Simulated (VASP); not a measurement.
Set up this calculation in VASP 6.6.1, as the native input.

```
Task                   : relaxation of cell and atoms
Functional             : r2SCAN
Dispersion             : D3(BJ)
Potentials or basis    : VASP PAW PBE potentials, release 64 (Pt, Se)
Cutoff                 : 600 eV
k mesh                 : 8 × 8 × 8
Occupations            : fermi-dirac, width 0.05 eV
Spin                   : no spin polarisation
Dipole correction      : no
Further INCAR settings : ALGO = Normal; EDIFF = 1e-06; IBRION = 2; EDIFFG = -0.01; NSW = 60; ISIF = 3
```

The system is PtSe.

```
CELL_PARAMETERS angstrom
0.00000 3.03745 3.03745
3.03745 0.00000 3.03745
3.03745 3.03745 0.00000
ATOMIC_POSITIONS crystal
Pt 0.00000 0.00000 0.00000
Se 0.25000 0.25000 0.25000
```

These files were run (other wordings do the same):

POSCAR

```
PtSe
1.0
    0.0000000000      3.0374472300      3.0374472300
    3.0374472300      0.0000000000      3.0374472300
    3.0374472300      3.0374472300      0.0000000000
Pt Se
1 1
Direct
    0.0000000000      0.0000000000      0.0000000000
    0.2500000000      0.2500000000      0.2500000000
```

INCAR.step1

```
PREC     = Accurate       # precision mode
ENCUT    = 600            # plane-wave cutoff, eV
ISMEAR   = -1             # smearing method
SIGMA    = 0.05           # smearing width, eV
LREAL    = F              # projectors in reciprocal space
LASPH    = T              # aspherical terms in the spheres
NELM     = 80             # most SCF steps
GGA      = PE             # functional
ALGO     = Normal         # electronic algorithm
EDIFF    = 1E-4           # SCF threshold, eV
LWAVE    = T              # write WAVECAR
LCHARG   = F              # write CHGCAR
```

INCAR.step2

```
PREC     = Accurate       # precision mode
ENCUT    = 600            # plane-wave cutoff, eV
EDIFF    = 1E-6           # SCF threshold, eV
ISMEAR   = -1             # smearing method
SIGMA    = 0.05           # smearing width, eV
LREAL    = F              # projectors in reciprocal space
LASPH    = T              # aspherical terms in the spheres
NELM     = 80             # most SCF steps
ALGO     = Normal         # electronic algorithm
ISIF     = 3              # what is computed and relaxed
LWAVE    = F              # write WAVECAR
LCHARG   = F              # write CHGCAR
METAGGA  = R2SCAN         # meta-GGA
LMIXTAU  = T            
IVDW     = 12             # dispersion correction
VDW_S6   = 1.0          
VDW_S8   = 0.78981345   
VDW_A1   = 0.49484001   
VDW_A2   = 5.73083694   
IBRION   = 2              # ionic algorithm
NSW      = 60             # ionic steps
EDIFFG   = -0.01          # ionic threshold
ISTART   = 1
```

KPOINTS

```
Automatic mesh
0
Gamma
  8 8 8
```

Potentials or basis: VASP PAW PBE potentials, release 64 (Pt, Se).

Launch:

```bash
$ cat potpaw_PBE.64/Pt/POTCAR potpaw_PBE.64/Se/POTCAR > POTCAR
$ cp INCAR.step1 INCAR
$ mpirun -np 1 vasp_std > vasp.out
$ cp INCAR.step2 INCAR
$ mpirun -np 1 vasp_std > vasp.out
```

Results of the run:

```json
{
 "Relaxed volume": "22.15 Å³/atom",
 "Relaxed cell": "a = 3.971 Å, b = 3.971 Å, c = 3.971 Å, α = 60.00°, β = 60.00°, γ = 60.00°",
 "Space group after relaxing (to 0.05 Å)": "F-43m (No. 216)",
 "Energy gained by relaxing": "339.1 meV/atom",
 "Ionic steps": "7",
 "Pressure after relaxing": "0.0 GPa",
 "Band gap on the k mesh": "zero (band 8 reaches 7.95 eV, above the bottom of band 9 at 3.95 eV)",
 "Dispersion energy per atom": "-0.220 eV"
}
```

Caveat: the volume moved by over 15 % at a fixed basis, so the end points are rough; the PAW data sets were made with another functional, which shifts forces and pressure a little; spin-orbit coupling is left out, which moves the levels of the heavy elements; pairwise dispersion overbinds metals, which lowers pressure and volume.

Run time: 4.3 min on 1 thread of Intel(R) Xeon(R) 6975P-C (Granite Rapids) (shared host), peak memory 0.25 GiB.
